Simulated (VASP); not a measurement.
# LiTiH3 (I4/mcm) in VASP: a series of runs

The runs below take LiTiH3 through relaxation of cell and atoms, single point, with PBE.

Program: VASP 6.6.1. These are calculated values, not measurements. Logs are shortened: lines on timing, memory, paths and dates and some standing lists are left out, and cuts for length are marked.

### 1 The cell of the first run

The structure is tetragonal, space group I4/mcm (No. 140). Conventional cell: a = 4.932 Å, b = 4.932 Å, c = 7.254 Å, α = 90.00°, β = 90.00°, γ = 90.00°. Within 2.8 Å of Li (site symmetry -42m) lie 8 H at 2.15 to 2.47 Å. Within 2.4 Å of Ti (site symmetry 4/m) lie 6 H at 1.81 to 1.84 Å. Within 2.4 Å of H (site symmetry m2m) lie 2 Ti at 1.84 Å and 2 Li at 2.15 Å and 1 H at 2.29 Å. H (site symmetry 422) has 2 Ti at 1.81 Å and 4 Li at 2.47 Å and 8 H at 2.59 Å within 2.6 Å.

### 2 Relaxation of cell and atoms, PBE

Contents of INCAR:

```
  ALGO = Normal
  EDIFF = 1E-6
  EDIFFG = -0.01
  ENCUT = 600
  GGA = PE
  IBRION = 2
  ISIF = 3
  ISMEAR = 0
  LASPH = True
  LCHARG = False
  LREAL = False
  LWAVE = False
  NELM = 100
  NSW = 100
  PREC = Accurate
  SIGMA = 0.1
```

Contents of KPOINTS:

```
k-points
0
Gamma
  12 12 12
```

Contents of POSCAR:

```
LiTiH3
1.0
   -2.4662098404      2.4662098404      3.6271709227
    2.4662098404     -2.4662098404      3.6271709227
    2.4662098404      2.4662098404     -3.6271709227
Li Ti H
2 2 6
Direct
    0.7500000000      0.2500000000      0.5000000000
    0.2500000000      0.7500000000      0.5000000000
    0.5000000000      0.5000000000      0.0000000000
    0.0000000000      0.0000000000      0.0000000000
    0.3357827887      0.8357827887      0.1715655774
    0.8357827887      0.6642172113      0.5000000000
    0.7500000000      0.7500000000      0.0000000000
    0.6642172113      0.1642172113      0.8284344226
    0.1642172113      0.3357827887      0.5000000000
    0.2500000000      0.2500000000      0.0000000000
```

Potentials or basis: VASP PAW PBE potentials, release 64 (Li_sv, Ti_sv, H).

Started as:

```
> cat potpaw_PBE.64/Li_sv/POTCAR potpaw_PBE.64/Ti_sv/POTCAR potpaw_PBE.64/H/POTCAR > POTCAR
> mpirun -np 1 vasp_std > vasp.out
```

OUTCAR:

```text
EDIFF = 1E-6
   EDIFFG = -0.01
   ENCUT = 600
   GGA = PE
   IBRION = 2
   ISIF = 3
   ISMEAR = 0
   LASPH = True
   LREAL = False
   NELM = 100
   NSW = 100
   PREC = Accurate

 ion  position               nearest neighbor table
   1  0.750  0.250  0.500-
   2  0.250  0.750  0.500-
   3  0.500  0.500  0.000-   7 1.81  10 1.81   5 1.84   8 1.84   6 1.84   9 1.84
   4  0.000  0.000  0.000-   7 1.81  10 1.81   8 1.84   9 1.84   5 1.84   6 1.84
   5  0.336  0.836  0.172-   3 1.84   4 1.84
   6  0.836  0.664  0.500-   4 1.84   3 1.84
   7  0.750  0.750  0.000-   3 1.81   4 1.81
   8  0.664  0.164  0.828-   3 1.84   4 1.84
   9  0.164  0.336  0.500-   3 1.84   4 1.84
  10  0.250  0.250  0.000-   3 1.81   4 1.81

  LATTYP: Found a body centered tetragonal cell.
 ALAT       =     4.9324196808
 C/A-ratio  =     1.4707470805

  Lattice vectors:

 A1 = (  -2.4662098404,   2.4662098404,   3.6271709227)
 A2 = (   2.4662098404,  -2.4662098404,   3.6271709227)
 A3 = (   2.4662098404,   2.4662098404,  -3.6271709227)

Analysis of symmetry for initial positions (statically):
=====================================================================
 Subroutine PRICEL returns:
 Original cell was already a primitive cell.

 Routine SETGRP: Setting up the symmetry group for a
 body centered tetragonal supercell.

 Subroutine GETGRP returns: Found 16 space group operations
 (whereof  8 operations were pure point group operations)
 out of a pool of 16 trial point group operations.

The static configuration has the point symmetry C_4h.
 The point group associated with its full space group is D_4h.

Analysis of symmetry for dynamics (positions and initial velocities):
=====================================================================
 Subroutine PRICEL returns:
 Original cell was already a primitive cell.

 Routine SETGRP: Setting up the symmetry group for a
 body centered tetragonal supercell.

 Subroutine GETGRP returns: Found 16 space group operations
 (whereof  8 operations were pure point group operations)
 out of a pool of 16 trial point group operations.

The dynamic configuration has the point symmetry C_4h.
 The point group associated with its full space group is D_4h.

 Subroutine INISYM returns: Found 16 space group operations
 (whereof  8 operations are pure point group operations),
 and found     1 'primitive' translations

----------------------------------------------------------------------------------------

                                     Primitive cell

  volume of cell :      88.2446

  direct lattice vectors                    reciprocal lattice vectors
    -2.466209840  2.466209840  3.627170923     0.000000000  0.202740250  0.137848480
     2.466209840 -2.466209840  3.627170923     0.202740250  0.000000000  0.137848480
     2.466209840  2.466209840 -3.627170923     0.202740250  0.202740250  0.000000000

  length of vectors
     5.031972859  5.031972859  5.031972859     0.245164868  0.245164868  0.286718011

  position of ions in fractional coordinates (direct lattice)
     0.750000000  0.250000000  0.500000000
     0.250000000  0.750000000  0.500000000
     0.500000000  0.500000000  0.000000000
     0.000000000  0.000000000  0.000000000
     0.335782789  0.835782789  0.171565577
     0.835782789  0.664217211  0.500000000
     0.750000000  0.750000000  0.000000000
     0.664217211  0.164217211  0.828434423
     0.164217211  0.335782789  0.500000000
     0.250000000  0.250000000  0.000000000

  ion indices of the primitive-cell ions
   primitive index   ion index
                 1           1
                 2           2
                 3           3
                 4           4
                 5           5
                 6           6
                 7           7
                 8           8
                 9           9
                10          10

----------------------------------------------------------------------------------------

 KPOINTS: k-points

Automatic generation of k-mesh.
 Grid dimensions read from file:
[... 38 lines left out ...]
      0.00000      0.00000      3.62717         0.000000      0.000000     -0.000000
      0.00000      0.00000      0.00000         0.000000      0.000000     -0.000000
      1.65622     -0.80999      3.62717        -0.001227     -0.001227      0.000000
      0.80999      1.65622      3.62717         0.001227     -0.001227     -0.000000
      0.00000      0.00000      5.44076         0.000000      0.000000     -0.000000
      0.80999      3.27620      0.00000         0.001227      0.001227     -0.000000
      1.65622      0.80999      0.00000        -0.001227      0.001227     -0.000000
      0.00000      0.00000      1.81359        -0.000000      0.000000     -0.000000
 -----------------------------------------------------------------------------------
    total drift:                               -0.000000     -0.000000      0.000000

  FREE ENERGIE OF THE ION-ELECTRON SYSTEM (eV)
  ---------------------------------------------------
  free  energy   TOTEN  =       -41.5262707750 eV

  energy  without entropy=      -41.5029501248  energy(sigma->0) =      -41.51461045

--------------------------------------- Ionic step        2  -------------------------------------------

 number of electron      35.9999998 magnetization

 Free energy of the ion-electron system (eV)
  ---------------------------------------------------
  ext. energy  EPLUGINS =         0.00000000
  ---------------------------------------------------
  free energy    TOTEN  =       -41.52656626 eV

  energy without entropy =      -41.50333453  energy(sigma->0) =      -41.51495040

 E-fermi :   4.0751     XC(G=0):  -9.6153

 val. band max:        4.0707113809   @ k =  -0.1667  -0.4167   0.1667
 cond. band min:       4.0765334803   @ k =   0.5000   0.5000   0.3333
 fundamental gap:      0.0058220994
 Fermi energy:         4.0751225807

 k-point     1 :       0.0000    0.0000    0.0000
  band No.  band energies     occupation
      1     -53.2090      2.00000
      2     -53.1951      2.00000
      3     -42.2205      2.00000
      4     -42.2170      2.00000
      5     -29.5150      2.00000
      6     -29.5150      2.00000
[... 637 lines left out ...]
     23       5.9412      0.00000
     24       6.5512      0.00000

 [... further k-points ...]

------------------------ aborting loop because EDIFF is reached ----------------------------------------

  FORCE on cell =-STRESS in cart. coord.  units (eV):
  Direction    XX          YY          ZZ          XY          YZ          ZX
  --------------------------------------------------------------------------------------
  -------------------------------------------------------------------------------------
  Total       -0.0955314     -0.0955314     -0.0002368      0.0000000      0.0000000      0.0000000
  in kB       -1.7382042     -1.7382042     -0.0043094      0.0000000      0.0000000      0.0000000
  external PRESSURE =      -1.1602393 kB  Pullay stress =       0.0000000 kB

 VOLUME and BASIS-vectors are now :
 -----------------------------------------------------------------------------
  energy-cutoff  :      600.00
  volume of cell :       88.06
      direct lattice vectors                 reciprocal lattice vectors
    -2.463876067  2.463876067  3.626252846     0.000000000  0.202932285  0.137883380
     2.463876067 -2.463876067  3.626252846     0.202932285  0.000000000  0.137883380
     2.463876067  2.463876067 -3.626252846     0.202932285  0.202932285  0.000000000

 POSITION                                       TOTAL-FORCE (eV/Angst)
 -----------------------------------------------------------------------------------
      0.00000      2.46388      1.81313         0.000000      0.000000      0.000000
      2.46388      0.00000      1.81313         0.000000      0.000000      0.000000
      0.00000      0.00000      3.62625         0.000000     -0.000000      0.000000
      2.46388     -2.46388      3.62625         0.000000     -0.000000      0.000000
      1.65460     -0.80928      3.62625         0.002212      0.002212      0.000000
      0.80928      1.65460      3.62625        -0.002212      0.002212      0.000000
      0.00000      0.00000      5.43938         0.000000      0.000000      0.000000
      0.80928      3.27316      0.00000        -0.002212     -0.002212     -0.000000
      1.65460      0.80928      0.00000         0.002212     -0.002212      0.000000
      0.00000      0.00000      1.81313         0.000000      0.000000      0.000000
 -----------------------------------------------------------------------------------
    total drift:                               -0.000000     -0.000000      0.000000

  FREE ENERGIE OF THE ION-ELECTRON SYSTEM (eV)
  ---------------------------------------------------
  free  energy   TOTEN  =       -41.5265662622 eV

  energy  without entropy=      -41.5033345320  energy(sigma->0) =      -41.51495040

 reached required accuracy - stopping structural energy minimisation
```

Wall time 5.1 min (1 thread of AMD EPYC 9R45 (Zen 5), shared host); peak memory 0.5 GiB.

Results:

- Free energy: -41.5266 eV
- Relaxed volume: 8.81 Å³/atom
- Relaxed cell: a = 5.029 Å, b = 5.029 Å, c = 5.029 Å, α = 121.33°, β = 121.33°, γ = 87.72°
- Space group after relaxing (to 0.1 Å): I4/mcm (No. 140)
- Energy gained by relaxing: 0.0 meV/atom
- Ionic steps: 2
- Pressure after relaxing: -0.1 GPa
- Largest force after relaxing: 0.003 eV/Å
- Band gap on the k mesh: zero (bands 18 and 19 overlap by 1.61 eV)

Forces on the atoms (eV/Å):
```
Li   0.000  0.000  0.000
Li   0.000  0.000  0.000
Ti   0.000  0.000  0.000
Ti   0.000  0.000  0.000
H    0.002  0.002  0.000
H   -0.002  0.002  0.000
H    0.000  0.000  0.000
H   -0.002 -0.002  0.000
H    0.002 -0.002  0.000
H    0.000  0.000  0.000
```

Stress tensor (GPa, compression positive):
```
-0.17  0.00  0.00
 0.00 -0.17  0.00
 0.00  0.00  0.00
```

The path:
| step | energy change (eV) | largest force (eV/Å) | pressure (GPa) | volume (Å³) |
| --- | --- | --- | --- | --- |
| 1 | 0.0000 | 0.0017 | -0.27 | 88.24 |
| 2 | -0.0003 | 0.0031 | -0.12 | 88.06 |

Final structure:
```
CELL_PARAMETERS angstrom
-2.46388 2.46388 3.62625
2.46388 -2.46388 3.62625
2.46388 2.46388 -3.62625
ATOMIC_POSITIONS crystal
Li 0.75000 0.25000 0.50000
Li 0.25000 0.75000 0.50000
Ti 0.50000 0.50000 0.00000
Ti 0.00000 0.00000 0.00000
H 0.33577 0.83577 0.17154
H 0.83577 0.66423 0.50000
H 0.75000 0.75000 0.00000
H 0.66423 0.16423 0.82846
H 0.16423 0.33577 0.50000
H 0.25000 0.25000 0.00000
```

Levels at points of the mesh, in eV from the Fermi level:
```tsv
k point	band 14	band 15	band 16	band 17	band 18	band 19	band 20	band 21	band 22	band 23
(0.00, 0.00, 0.00)	-3.07	-2.67	-2.67	-1.30	-1.30	-1.11	1.14	1.32	1.32	1.36
(0.50, 0.00, 0.00)	-4.60	-3.85	-3.85	-0.08	-0.08	0.06	0.06	0.41	0.41	3.02
(0.50, 0.50, 0.00)	-4.79	-4.33	-4.16	-1.52	0.22	0.27	0.35	0.80	1.38	1.40
(0.50, 0.50, 0.50)	-4.93	-3.57	-3.57	-0.98	0.49	0.49	0.64	0.64	1.18	1.44
```

Caveat: the cutoff is under 1.25 times the usual one of these potentials, so pressure, stress and relaxed cells hold a basis-set (Pulay) error.

### 3 Single point, PBE

Contents of INCAR:

```
SYSTEM = LiTiH3
  ALGO = Normal
  EDIFF = 1E-6
  ENCUT = 520
  GGA = PE
  ISIF = 2
  ISMEAR = 0
  LASPH = .True.
  LCHARG = .False.
  LREAL = .False.
  LWAVE = .False.
  NBANDS = 29
  NELM = 80
  PREC = Accurate
  SIGMA = 0.1
```

Contents of KPOINTS:

```
k-points
0
Gamma
  4 4 4
  0 0 0
```

Edit POSCAR of step 2 so:

```diff
@@ -12,6 +12,6 @@
     0.0000000000      0.0000000000      0.0000000000
-    0.3357827887      0.8357827887      0.1715655774
+    0.3357827887      0.8357827887      0.1715655775
     0.8357827887      0.6642172113      0.5000000000
     0.7500000000      0.7500000000      0.0000000000
-    0.6642172113      0.1642172113      0.8284344226
+    0.6642172113      0.1642172113      0.8284344225
     0.1642172113      0.3357827887      0.5000000000
```

Potentials or basis: VASP PAW PBE potentials, release 64 (Li_sv, Ti_sv, H).

Started as:

```
> cat potpaw_PBE.64/Li_sv/POTCAR potpaw_PBE.64/Ti_sv/POTCAR potpaw_PBE.64/H/POTCAR > POTCAR
> mpirun -np 1 vasp_std > vasp.out
```

It took 33 s on 1 thread of Intel Xeon Platinum 8488C (Sapphire Rapids), shared host; peak memory 0.24 GiB.

Results (log left out):

| Property | Result |
| --- | --- |
| Free energy | -41.4971 eV |
| Largest force | 0.003 eV/Å |
| Band gap on the k mesh | zero (bands 18 and 19 overlap by 1.60 eV) |

Forces in eV/Å, atoms in the order of the input:
```
Li   0.000  0.000  0.000
Li   0.000  0.000  0.000
Ti   0.000  0.000  0.000
Ti   0.000  0.000  0.000
H    0.002  0.002  0.000
H   -0.002  0.002  0.000
H    0.000  0.000  0.000
H   -0.002 -0.002  0.000
H    0.002 -0.002  0.000
H    0.000  0.000  0.000
```

Levels at points of the mesh, in eV from the Fermi level:
```
           k point  band 16  band 17  band 18  band 19  band 20  band 21
(0.00, 0.00, 0.00)    -2.70    -1.33    -1.33    -1.14     1.10     1.28
(0.50, 0.00, 0.00)    -3.88    -0.12    -0.12     0.03     0.03     0.38
(0.50, 0.50, 0.00)    -4.19    -1.55     0.19     0.23     0.32     0.76
(0.50, 0.50, 0.50)    -3.60    -1.01     0.46     0.46     0.61     0.61
```

Caveat: the k points lie up to 0.39 Å⁻¹ apart, too coarse for converged energies and pressures of a metal; the cutoff is under 1.25 times the usual one of these potentials, so pressure, stress and relaxed cells hold a basis-set (Pulay) error.

### 4 Relaxation of cell and atoms, PBE

This run uses another cell than the first one, of 13.93 Å³/atom.

Contents of INCAR:

```
SYSTEM = LiTiH3
PREC     = Accurate       ! precision mode
ENCUT    = 600            ! plane-wave cutoff, eV
EDIFF    = 1E-7           ! SCF threshold, eV
ISMEAR   = 0              ! smearing method
SIGMA    = 0.1            ! smearing width, eV
LREAL    = .FALSE.        ! projectors in reciprocal space
LASPH    = .TRUE.         ! aspherical terms in the spheres
NELM     = 60             ! most SCF steps
ALGO     = Normal         ! electronic algorithm
ISIF     = 3              ! what is computed and relaxed
LWAVE    = .FALSE.        ! write WAVECAR
LCHARG   = .FALSE.        ! write CHGCAR
GGA      = PE             ! functional
IBRION   = 2              ! ionic algorithm
NSW      = 90             ! ionic steps
EDIFFG   = -0.04          ! ionic threshold
```

Contents of KPOINTS:

```
regular mesh
0
G
  4 4 4
  0 0 0
```

Contents of POSCAR:

```
LiTiH3
1.0
   -2.9095928100      2.9095928100      4.1147856100
    2.9095928100     -2.9095928100      4.1147856100
    2.9095928100      2.9095928100     -4.1147856100
Li Ti H
2 2 6
Direct
    0.7500000000      0.2500000000      0.5000000000
    0.2500000000      0.7500000000      0.5000000000
    0.5000000000      0.5000000000      0.0000000000
    0.0000000000      0.0000000000      0.0000000000
    0.2739757900      0.7739757900      0.0479515800
    0.7739757900      0.7260242100      0.5000000000
    0.7500000000      0.7500000000      0.0000000000
    0.7260242100      0.2260242100      0.9520484200
    0.2260242100      0.2739757900      0.5000000000
    0.2500000000      0.2500000000      0.0000000000
```

Started as:

```
> cat potpaw_PBE.64/Li_sv/POTCAR potpaw_PBE.64/Ti_sv/POTCAR potpaw_PBE.64/H/POTCAR > POTCAR
> mpirun -np 1 vasp_std > vasp.out
```

Run time: 14 min. Hardware: 1 thread of Intel Xeon Platinum 8488C (Sapphire Rapids), shared host; peak memory 0.4 GiB.

The run converged. Its results:

| Property | Result |
| --- | --- |
| Free energy | -41.5211 eV |
| Relaxed volume | 8.80 Å³/atom |
| Relaxed cell | a = 5.031 Å, b = 5.031 Å, c = 5.031 Å, α = 121.41°, β = 121.41°, γ = 87.58° |
| Space group after relaxing (to 0.1 Å) | I4/mcm (No. 140) |
| Energy gained by relaxing | 271.0 meV/atom |
| Ionic steps | 21 |
| Pressure after relaxing | 0.0 GPa |
| Largest force after relaxing | 0.006 eV/Å |
| Band gap on the k mesh | zero (bands 18 and 19 overlap by 1.60 eV) |

Forces on the atoms (eV/Å):
```
Li   0.000  0.000  0.000
Li   0.000  0.000  0.000
Ti   0.000  0.000  0.000
Ti   0.000  0.000  0.000
H   -0.004 -0.004  0.000
H    0.004 -0.004  0.000
H    0.000  0.000  0.000
H    0.004  0.004  0.000
H   -0.004  0.004  0.000
H    0.000  0.000  0.000
```

Stress tensor (GPa, compression positive):
```
 0.09  0.00  0.00
 0.00  0.09  0.00
 0.00  0.00 -0.20
```

The path:
| step | energy change (eV) | largest force (eV/Å) | pressure (GPa) | volume (Å³) |
| --- | --- | --- | --- | --- |
| 1 | 0.0000 | 0.0452 | -12.39 | 139.34 |
| 2 | -1.4730 | 0.0085 | -10.02 | 118.72 |
| 3 | -2.3336 | 0.0910 | -4.10 | 100.37 |
| 4 | -0.4523 | 0.3998 | 33.34 | 69.55 |
| 5 | -2.4202 | 0.1235 | -1.21 | 95.26 |
| 6 | -2.4270 | 0.1365 | 0.02 | 93.42 |
| 7 | -2.4258 | 0.1307 | -0.53 | 94.22 |
| 8 | -2.4304 | 0.1362 | -0.53 | 94.16 |
| 9 | -2.4450 | 0.1519 | -0.51 | 93.96 |
| 10 | -2.4771 | 0.1787 | -0.50 | 93.56 |
| 11 | -2.5490 | 0.2077 | -0.63 | 92.76 |
| 12 | -2.6730 | 0.1081 | -1.36 | 91.13 |
| 13 | -2.1506 | 1.0208 | -3.44 | 87.81 |
| 14 | -2.6790 | 0.0838 | -1.40 | 90.86 |
| 15 | -2.6814 | 0.0447 | -1.82 | 90.22 |
| 16 | -2.6847 | 0.0229 | -1.61 | 90.52 |
| 17 | -2.6985 | 0.0041 | -1.04 | 89.41 |
| 18 | -2.7051 | 0.0422 | -0.30 | 88.05 |
| 19 | -2.7052 | 0.0446 | -0.25 | 87.97 |
| 20 | -2.7070 | 0.0344 | -0.19 | 87.99 |
| 21 | -2.7099 | 0.0056 | -0.01 | 88.03 |

Final structure:
```cif
data_structure
_symmetry_space_group_name_H-M 'P 1'
_symmetry_Int_Tables_number 1
_cell_length_a 5.0308
_cell_length_b 5.0308
_cell_length_c 5.0308
_cell_angle_alpha 121.406
_cell_angle_beta 121.406
_cell_angle_gamma 87.582
_cell_volume 88.03
loop_
_atom_site_label
_atom_site_type_symbol
_atom_site_fract_x
_atom_site_fract_y
_atom_site_fract_z
_atom_site_occupancy
Li1 Li 0.75000 0.25000 0.50000 1
Li2 Li 0.25000 0.75000 0.50000 1
Ti1 Ti 0.50000 0.50000 0.00000 1
Ti2 Ti 0.00000 0.00000 0.00000 1
H1 H 0.33691 0.83691 0.17381 1
H2 H 0.83691 0.66309 0.50000 1
H3 H 0.75000 0.75000 0.00000 1
H4 H 0.66309 0.16309 0.82619 1
H5 H 0.16309 0.33691 0.50000 1
H6 H 0.25000 0.25000 0.00000 1
```

Levels at points of the mesh, in eV from the Fermi level:
| k point | band 15 | band 16 | band 17 | band 18 | band 19 | band 20 | band 21 | band 22 |
| --- | --- | --- | --- | --- | --- | --- | --- | --- |
| (0.00, 0.00, 0.00) | -2.67 | -2.67 | -1.33 | -1.33 | -1.13 | 1.11 | 1.29 | 1.29 |
| (0.50, 0.00, 0.00) | -3.86 | -3.86 | -0.11 | -0.11 | 0.03 | 0.03 | 0.39 | 0.39 |
| (0.50, 0.50, 0.00) | -4.34 | -4.19 | -1.55 | 0.19 | 0.23 | 0.32 | 0.78 | 1.35 |
| (0.50, 0.50, 0.50) | -3.57 | -3.57 | -1.00 | 0.47 | 0.47 | 0.61 | 0.61 | 1.15 |

Caveat: the cutoff is under 1.25 times the usual one of these potentials, so pressure, stress and relaxed cells hold a basis-set (Pulay) error; the volume moved by over 15 % at a fixed basis, so the end points are rough.

### 5 Overview

| task | cell | k mesh | cutoff (eV) | gap on the mesh (eV) | pressure (GPa) | relaxed volume (Å³/atom) |
| --- | --- | --- | --- | --- | --- | --- |
| relaxation of cell and atoms | relaxed from a = 5.032 Å, angles 121.3, 121.3, 87.8°, 10 atoms, atomic positions A | 12 × 12 × 12 | 600 | none | -0.1 | 8.81 |
| single point | a = 5.032 Å, angles 121.3, 121.3, 87.8°, 10 atoms, atomic positions A | 4 × 4 × 4 | 520 | none | - | - |
| relaxation of cell and atoms | relaxed from a = 5.819 Å, angles 120.0, 120.0, 90.0°, 10 atoms, atomic positions B | 4 × 4 × 4 | 600 | none | 0.0 | 8.80 |

Alike in all rows: level PBE; potentials or basis VASP PAW PBE potentials, release 64 (Li_sv, Ti_sv, H); no spin polarisation; smearing gaussian 0.1 eV.

Caveats: some runs use coarse meshes; the cutoff is under 1.25 times the usual one of these potentials, so pressure, stress and relaxed cells hold a basis-set (Pulay) error; the volume moved by over 15 % at a fixed basis, so the end points are rough (at least some runs).

Absolute energies hang on the potentials; compare differences alone.

The gap in the log of VASP goes by the Fermi energy; the results here count the filled bands.